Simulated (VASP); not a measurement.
AlGa5As6, 12 atoms in the cell. The structure is trigonal, space group P31m (No. 157). Conventional cell: a = 7.010 Å, b = 7.010 Å, c = 6.663 Å, α = 90.00°, β = 90.00°, γ = 120.00°. Al (site symmetry 3m) has 4 As at 2.48 to 2.49 Å within 3.3 Å. Ga (site symmetry 3) has 4 As at 2.48 to 2.49 Å within 3.3 Å. Ga (site symmetry m) has 4 As at 2.48 to 2.49 Å within 3.3 Å. Within 3.3 Å of As (site symmetry 3m) lie 3 Ga at 2.49 Å and 1 Al at 2.49 Å. As (site symmetry 3) has 4 Ga at 2.48 to 2.49 Å within 3.3 Å. Within 3.3 Å of As (site symmetry m) lie 1 Al at 2.48 Å and 3 Ga at 2.48 to 2.49 Å. 

* Program: VASP 6.6.1
* Task: relaxation of cell and atoms
* Functional: PBE
* Potentials or basis: VASP PAW PBE potentials, release 64 (Al, Ga_d, As)
* Cutoff: 500 eV
* k mesh: 6 × 6 × 6
* Occupations: gaussian, width 0.02 eV
* Spin: no spin polarisation
* Dipole correction: no
* Further INCAR settings: ALGO = Normal; EDIFF = 1e-07; IBRION = 2; EDIFFG = -0.01; NSW = 100; ISIF = 3

Potentials or basis: VASP PAW PBE potentials, release 64 (Al, Ga_d, As).

Run with:

```bash
$ cat potpaw_PBE.64/Al/POTCAR potpaw_PBE.64/Ga_d/POTCAR potpaw_PBE.64/As/POTCAR > POTCAR
$ mpirun -np 4 vasp_std > vasp.out
```

Hardware: 4 MPI ranks on Intel(R) Xeon(R) Platinum 8559C (Emerald Rapids) (shared host).

Problem. How long does it take, and how much memory?

Solution. It took 7.1 min on 4 MPI ranks on Intel(R) Xeon(R) Platinum 8559C (Emerald Rapids), with other jobs on the host, peak memory 0.67 GiB a rank. Counts: scf iterations 34, k points 34, ion steps 3.
